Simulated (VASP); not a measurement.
# Cu (I4/mmm) in VASP: further runs

Cu is run at these levels: PBE; tasks: single point.

Program: VASP 6.6.1. These are calculated values, not measurements. Logs are shortened: lines on timing, memory, paths and dates and some standing lists are left out, and cuts for length are marked.

**1. The cell of the first run**

The structure is tetragonal, space group I4/mmm (No. 139). The conventional cell has a = 2.949 Å, b = 2.949 Å, c = 2.749 Å, α = 90.00°, β = 90.00°, γ = 90.00°. Within 3.3 Å of Cu (site symmetry 4/mmm) lie 14 Cu at 2.50 to 2.95 Å.

**2. Single point, PBE**

Input file INCAR:

```
SYSTEM = Cu
  PREC = Accurate
  ENCUT = 520
  EDIFF = 1E-6
  ISMEAR = 0
  SIGMA = 0.1
  LREAL = .False.
  LASPH = .True.
  NELM = 100
  ALGO = Normal
  ISIF = 2
  LWAVE = .False.
  LCHARG = .True.
  GGA = PE
  LELF = .True.
  LVHAR = .True.
  NBANDS = 12
```

Input file KPOINTS:

```
regular mesh
0
Gamma
  4 4 4
  0 0 0
```

Input file POSCAR:

```
Cu
1.0
   -1.4746519689      1.4746519689      1.3744398143
    1.4746519689     -1.4746519689      1.3744398143
    1.4746519689      1.4746519689     -1.3744398143
Cu
1
Direct
    0.0000000000      0.0000000000      0.0000000000
```

Potentials or basis: VASP PAW PBE potentials, release 64 (Cu).

On the command line:

```
$ cat potpaw_PBE.64/Cu/POTCAR > POTCAR
$ mpirun -np 1 vasp_std > vasp.out
```

OUTCAR:

```text
SYSTEM = Cu
   PREC = Accurate
   ENCUT = 520
   EDIFF = 1E-6
   ISMEAR = 0
   LREAL = .False.
   LASPH = .True.
   NELM = 100
   ISIF = 2
   GGA = PE

 ion  position               nearest neighbor table
   1  0.000  0.000  0.000-

  LATTYP: Found a body centered tetragonal cell.
 ALAT       =     2.9493039378
 C/A-ratio  =     0.9320435216

  Lattice vectors:

 A1 = (  -1.4746519689,   1.4746519689,   1.3744398143)
 A2 = (   1.4746519689,  -1.4746519689,   1.3744398143)
 A3 = (   1.4746519689,   1.4746519689,  -1.3744398143)

Analysis of symmetry for initial positions (statically):
=====================================================================
 Subroutine PRICEL returns:
 Original cell was already a primitive cell.

 Routine SETGRP: Setting up the symmetry group for a
 body centered tetragonal supercell.

 Subroutine GETGRP returns: Found 16 space group operations
 (whereof 16 operations were pure point group operations)
 out of a pool of 16 trial point group operations.

The static configuration has the point symmetry D_4h.

Analysis of symmetry for dynamics (positions and initial velocities):
=====================================================================
 Subroutine PRICEL returns:
 Original cell was already a primitive cell.

 Routine SETGRP: Setting up the symmetry group for a
 body centered tetragonal supercell.

 Subroutine GETGRP returns: Found 16 space group operations
 (whereof 16 operations were pure point group operations)
 out of a pool of 16 trial point group operations.

The dynamic configuration has the point symmetry D_4h.

 Subroutine INISYM returns: Found 16 space group operations
 (whereof 16 operations are pure point group operations),
 and found     1 'primitive' translations

----------------------------------------------------------------------------------------

                                     Primitive cell

  volume of cell :      11.9554

  direct lattice vectors                    reciprocal lattice vectors
    -1.474651969  1.474651969  1.374439814     0.000000000  0.339063054  0.363784572
     1.474651969 -1.474651969  1.374439814     0.339063054  0.000000000  0.363784572
     1.474651969  1.474651969 -1.374439814     0.339063054  0.339063054  0.000000000

  length of vectors
     2.497655233  2.497655233  2.497655233     0.497295656  0.497295656  0.479507569

  position of ions in fractional coordinates (direct lattice)
     0.000000000  0.000000000  0.000000000

  ion indices of the primitive-cell ions
   primitive index   ion index
                 1           1

----------------------------------------------------------------------------------------

 KPOINTS: regular mesh

Automatic generation of k-mesh.
 Grid dimensions read from file:
 generate k-points for:    4    4    4

 Generating k-lattice:

  Cartesian coordinates                     Fractional coordinates (reciprocal lattice)
     0.000000000  0.084765763  0.090946143     0.250000000 -0.000000000  0.000000000
     0.084765763  0.000000000  0.090946143    -0.000000000  0.250000000  0.000000000
     0.084765763  0.084765763  0.000000000     0.000000000  0.000000000  0.250000000

  Length of vectors
     0.124323914  0.124323914  0.119876892

  Shift w.r.t. Gamma in fractional coordinates (k-lattice)
     0.000000000  0.000000000  0.000000000

 Subroutine IBZKPT returns following result:
 ===========================================

 Found     13 irreducible k-points:

 Following reciprocal coordinates:
            Coordinates               Weight
  0.000000  0.000000  0.000000      1.000000
  0.250000  0.000000 -0.000000      8.000000
  0.500000  0.000000 -0.000000      4.000000
  0.250000  0.250000 -0.000000      8.000000
  0.500000  0.250000 -0.000000     16.000000
 -0.250000  0.250000  0.000000      4.000000
  0.500000  0.500000 -0.000000      2.000000
  0.250000  0.250000  0.250000      2.000000
 -0.250000  0.250000  0.250000      4.000000
  0.500000  0.500000  0.250000      4.000000
 -0.250000  0.500000  0.250000      8.000000
 -0.250000 -0.250000  0.250000      2.000000
  0.500000  0.500000  0.500000      1.000000
   k-points           NKPTS =     13   k-points in BZ     NKDIM =     13   number of bands    NBANDS=     12
   number of dos      NEDOS =    301   number of ions     NIONS =      1
   total plane-waves  NPLWV =   8000
   dimension x,y,z NGX =    20 NGY =   20 NGZ =   20
   dimension x,y,z NGXF=    40 NGYF=   40 NGZF=   40
   ions per type =               1
   NGX,Y,Z   is equivalent  to a cutoff of  13.31, 13.31, 13.31 a.u.
   NGXF,Y,Z  is equivalent  to a cutoff of  26.62, 26.62, 26.62 a.u.
 SYSTEM =  Cu
   PREC   = accura    normal or accurate (medium, high low for compatibility)
   ISTART =      0    job   : 0-new  1-cont  2-samecut
   ICHARG =      2    charge: 1-file 2-atom 10-const
   ISPIN  =      1    spin polarized calculation?
   LNONCOLLINEAR =      F non collinear calculations
   LSORBIT =      F    spin-orbit coupling
   LASPH  =      T    aspherical Exc in radial PAW
   ENCUT  =  520.0 eV  38.22 Ry    6.18 a.u.   4.64  4.64  4.64*2*pi/ulx,y,z
   NELM   =    100;   NELMIN=  2; NELMDL= -5     # of ELM steps
   EDIFF  = 0.1E-05   stopping-criterion for ELM
   LREAL  =      F    real-space projection
[... 7 lines left out ...]
   TEBEG  =    0.0;   TEEND  =   0.0 temperature during run
   PSTRESS=    0.0 pullay stress
   NELECT =      11.0000    total number of electrons
   NUPDOWN=      -1.0000    fix difference up-down
   EMIN   =  10.00;   EMAX   =-10.00  energy-range for DOS
   EFERMI =   0.00;   METHOD = LEGACY
   ISMEAR =     0;   SIGMA  =   0.10  broadening in eV -4-tet -1-fermi 0-gaus
   EFERMI_NEDOS =   21; number of points for ismear=-14 and -15
   IALGO  =     38    algorithm
   IMIX   =      4    mixing-type and parameters
     AMIX     =   0.40;   BMIX     =  1.00
     AMIX_MAG =   1.60;   BMIX_MAG =  1.00
  volume/ion in A,a.u.               =      11.96        80.68
  Fermi-wavevector in a.u.,A,eV,Ry     =   1.592273  3.008959 34.495293  2.535333
  Thomas-Fermi vector in A             =   2.690684
   LORBIT       =      0    0 simple, 1 ext, 2 COOP (PROOUT), +10 PAW based schemes
   GGA     = PE    functional components
   LHFCALC =     F    Hartree Fock is set to
   AEXX    =    0.0000 exact exchange contribution
   IVDW    =     0    specifies the selected vdW correction
   LEPSILON=     F    determine dielectric tensor
   LRPA    =     F    only Hartree local field effects (RPA)
 non-spin polarized calculation
 Gauss-broadening in eV      SIGMA  =   0.10
  energy-cutoff  :      520.00
  volume of cell :       11.96
 maximum number of plane-waves:       330
 NGX is ok and might be reduce to    20
   NGX =  9   NGY =  9   NGZ =  9

 number of electron      10.9999992 magnetization

 Free energy of the ion-electron system (eV)
  ---------------------------------------------------
  ext. energy  EPLUGINS =         0.00000000
  ---------------------------------------------------
  free energy    TOTEN  =        -3.49400416 eV

  energy without entropy =       -3.48006958  energy(sigma->0) =       -3.48703687

 E-fermi :   7.5193     XC(G=0): -12.6791

 val. band max:        7.0645256412   @ k =   0.5000   0.0000  -0.0000
 cond. band min:       7.5304561812   @ k =   0.5000   0.2500  -0.0000
 fundamental gap:      0.4659305400
 Fermi energy:         7.5193284390

 k-point     1 :       0.0000    0.0000    0.0000
  band No.  band energies     occupation
      1      -1.8290      2.00000
      2       4.0218      2.00000
      3       4.2918      2.00000
      4       4.2918      2.00000
      5       5.0050      2.00000
      6       5.2985      2.00000
      7      31.5467      0.00000
      8      31.5467      0.00000
      9      33.5263      0.00000
     10      35.4243      0.00000
     11      35.4243      0.00000
     12      35.4368      0.00000

 k-point     2 :       0.2500    0.0000   -0.0000
  band No.  band energies     occupation
      1       0.4420      2.00000
      2       3.7709      2.00000
      3       4.1922      2.00000
      4       4.9505      2.00000
      5       5.0969      2.00000
      6       5.1894      2.00000
      7      21.3542      0.00000
      8      27.0112      0.00000
      9      27.4237      0.00000
     10      29.4439      0.00000
     11      31.7073      0.00000
     12      36.9863      0.00000

 k-point     3 :       0.5000    0.0000   -0.0000
  band No.  band energies     occupation
      1       2.3785      2.00000
      2       3.4058      2.00000
      3       5.1366      2.00000
      4       5.4023      2.00000
      5       5.8750      2.00000
      6       7.0645      2.00000
      7      11.9043      0.00000
      8      24.1861      0.00000
      9      24.2559      0.00000
     10      28.0697      0.00000
     11      30.9363      0.00000
     12      40.6870      0.00000
[... 121 lines left out ...]
 k-point    12 :      -0.2500   -0.2500    0.2500
  band No.  band energies     occupation
      1       2.3807      2.00000
      2       4.0883      2.00000
      3       4.3826      2.00000
      4       4.3826      2.00000
      5       4.9008      2.00000
      6       6.3514      2.00000
      7      21.5639      0.00000
      8      21.5639      0.00000
      9      23.1146      0.00000
     10      24.0776      0.00000
     11      38.1914      0.00000
     12      38.1914      0.00000

 k-point    13 :       0.5000    0.5000    0.5000
  band No.  band energies     occupation
      1       2.7075      2.00000
      2       2.7574      2.00000
      3       5.6874      2.00000
      4       5.6874      2.00000
      5       5.7589      2.00000
      6      14.7119      0.00000
      7      14.7119      0.00000
      8      17.3929      0.00000
      9      20.2008      0.00000
     10      20.8166      0.00000
     11      23.8820      0.00000
     12      46.1951      0.00000

------------------------ aborting loop because EDIFF is reached ----------------------------------------

  FORCE on cell =-STRESS in cart. coord.  units (eV):
  Direction    XX          YY          ZZ          XY          YZ          ZX
  --------------------------------------------------------------------------------------
  -------------------------------------------------------------------------------------
  Total        0.0408214      0.0408214      0.0346826      0.0000000      0.0000000     -0.0000000
  in kB        5.4705891      5.4705891      4.6479097      0.0000000      0.0000000     -0.0000000
  external PRESSURE =       5.1963626 kB  Pullay stress =       0.0000000 kB

 VOLUME and BASIS-vectors are now :
 -----------------------------------------------------------------------------
  energy-cutoff  :      520.00
  volume of cell :       11.96
      direct lattice vectors                 reciprocal lattice vectors
    -1.474651969  1.474651969  1.374439814     0.000000000  0.339063054  0.363784572
     1.474651969 -1.474651969  1.374439814     0.339063054  0.000000000  0.363784572
     1.474651969  1.474651969 -1.374439814     0.339063054  0.339063054  0.000000000

 POSITION                                       TOTAL-FORCE (eV/Angst)
 -----------------------------------------------------------------------------------
      0.00000      0.00000      0.00000         0.000000      0.000000      0.000000
 -----------------------------------------------------------------------------------
    total drift:                                0.000000     -0.000000      0.000000

  FREE ENERGIE OF THE ION-ELECTRON SYSTEM (eV)
  ---------------------------------------------------
  free  energy   TOTEN  =        -3.4940041586 eV

  energy  without entropy=       -3.4800695757  energy(sigma->0) =       -3.48703687
```

It took 3.4 s on 1 thread of Intel Xeon Platinum 8259CL at 2.50GHz (Skylake/Cascade Lake), shared host; peak memory 0.12 GiB.

What came out:

- Free energy: -3.4940 eV
- Pressure: 0.5 GPa
- Band gap on the k mesh: zero (an odd number of electrons rules out a gap without spin polarisation)

Caveat: the k points lie up to 0.78 Å⁻¹ apart, too coarse for converged energies and pressures of a metal.

**3. Single point, PBE**

This run uses another cell than the first one, of 12.04 Å³/atom.

Input file INCAR:

```
PREC = Accurate ; ENCUT = 520
EDIFF = 1E-6 ; ISMEAR = 0
SIGMA = 0.1 ; LREAL = F
LASPH = T ; NELM = 100
ALGO = Normal ; ISIF = 2
LWAVE = F ; LCHARG = F
GGA = PE ; NBANDS = 12
```

Input file KPOINTS:

```
regular mesh
0
Gamma
  6 6 6
```

Input file POSCAR:

```
Cu
1.0
   -1.4773374454      1.4773374454      1.3796132045
    1.4773374454     -1.4773374454      1.3796132045
    1.4773374454      1.4773374454     -1.3796132045
Cu
1
Direct
    0.0000000000      0.0000000000      0.0000000000
```

Potentials or basis: VASP PAW PBE potentials, release 64 (Cu).

On the command line:

```
$ cat potpaw_PBE.64/Cu/POTCAR > POTCAR
$ mpirun -np 1 vasp_std > vasp.out
```

Run time: 4.8 s. Hardware: 1 thread of Intel Xeon Platinum 8259CL at 2.50GHz (Skylake/Cascade Lake), shared host; peak memory 0.12 GiB.

The run converged. Its results:

```
Free energy            : -3.6262 eV
Pressure               : 0.5 GPa
Band gap on the k mesh : zero (an odd number of electrons rules out a gap without spin polarisation)
```

Levels at points of the mesh, in eV from the Fermi level:
| k point | band 2 | band 3 | band 4 | band 5 | band 6 | band 7 | band 8 | band 9 | band 10 | band 11 |
| --- | --- | --- | --- | --- | --- | --- | --- | --- | --- | --- |
| (0.00, 0.00, 0.00) | -3.34 | -3.07 | -3.07 | -2.36 | -2.08 | 23.96 | 23.96 | 25.87 | 27.75 | 27.75 |
| (0.50, 0.00, 0.00) | -3.96 | -2.23 | -1.97 | -1.49 | -0.45 | 4.39 | 16.60 | 16.68 | 20.50 | 23.32 |
| (0.50, 0.50, 0.00) | -3.64 | -2.43 | -2.17 | -1.52 | -0.97 | 3.65 | 18.47 | 18.59 | 22.16 | 24.89 |
| (0.50, 0.50, 0.50) | -4.62 | -1.67 | -1.67 | -1.61 | 7.18 | 7.18 | 9.78 | 12.68 | 13.28 | 16.22 |

Caveat: the k points lie up to 0.52 Å⁻¹ apart, too coarse for converged energies and pressures of a metal.

**4. Single point, PBE**

This run uses another cell than the first one, of 12.02 Å³/atom.

Input file INCAR:

```
SYSTEM = Cu
PREC = Accurate
ENCUT = 520
EDIFF = 1E-7
ISMEAR = 0
SIGMA = 0.1
LREAL = .False.
LASPH = .True.
NELM = 80
ALGO = Normal
ISIF = 2
LWAVE = .False.
LCHARG = .False.
GGA = PE
NBANDS = 12
```

Input file KPOINTS:

```
regular mesh
0
Gamma
  8 8 8
  0 0 0
```

Input file POSCAR:

```
Cu
1.0
   -1.4644763091      1.4644763091      1.4014364197
    1.4644763091     -1.4644763091      1.4014364197
    1.4644763091      1.4644763091     -1.4014364197
Cu
1
Direct
    0.0000000000      0.0000000000      0.0000000000
```

On the command line:

```
$ cat potpaw_PBE.64/Cu/POTCAR > POTCAR
$ mpirun -np 1 vasp_std > vasp.out
```

Run time: 8.3 s. Hardware: 1 thread of Intel Xeon Platinum 8259CL at 2.50GHz (Skylake/Cascade Lake), shared host; peak memory 0.13 GiB.

The run converged. Its results:

```yaml
Free_energy: -3.6570 eV
Pressure: 0.5 GPa
Band_gap_on_the_k_mesh: zero (an odd number of electrons rules out a gap without spin polarisation)
```

Levels at points of the mesh, in eV from the Fermi level:
```csv
k point,band 3,band 4,band 5,band 6,band 7,band 8,band 9,band 10
"(0.00, 0.00, 0.00)",-3.08,-3.08,-2.25,-2.08,24.35,24.35,25.49,27.77
"(0.50, 0.00, 0.00)",-2.18,-1.98,-1.44,-0.51,4.33,16.85,16.90,20.72
"(0.50, 0.50, 0.00)",-2.32,-2.10,-1.46,-0.84,3.86,18.05,18.12,21.78
"(0.50, 0.50, 0.50)",-1.62,-1.62,-1.58,7.50,7.50,9.16,12.95,13.49
```

Caveat: the k points lie up to 0.39 Å⁻¹ apart, too coarse for converged energies and pressures of a metal.

**5. Overview**

```csv
cell,k mesh,gap on the mesh (eV),pressure (GPa)
"a = 2.498 Å, angles 107.6, 107.6, 113.2°, 1 atom",4 × 4 × 4,none,0.5
"a = 2.504 Å, angles 107.7, 107.7, 113.1°, 1 atom",6 × 6 × 6,none,0.5
"a = 2.501 Å, angles 108.3, 108.3, 111.8°, 1 atom",8 × 8 × 8,none,0.5
```

Alike in all rows: task single point; level PBE; potentials or basis VASP PAW PBE potentials, release 64 (Cu); no spin polarisation; cutoff (eV) 520; smearing gaussian 0.1 eV.

Caveats: all runs use coarse meshes.

Total energies depend on the potentials used, so only differences within one code and one set of settings carry meaning.

The gap in the log of VASP goes by the Fermi energy; the results here count the filled bands.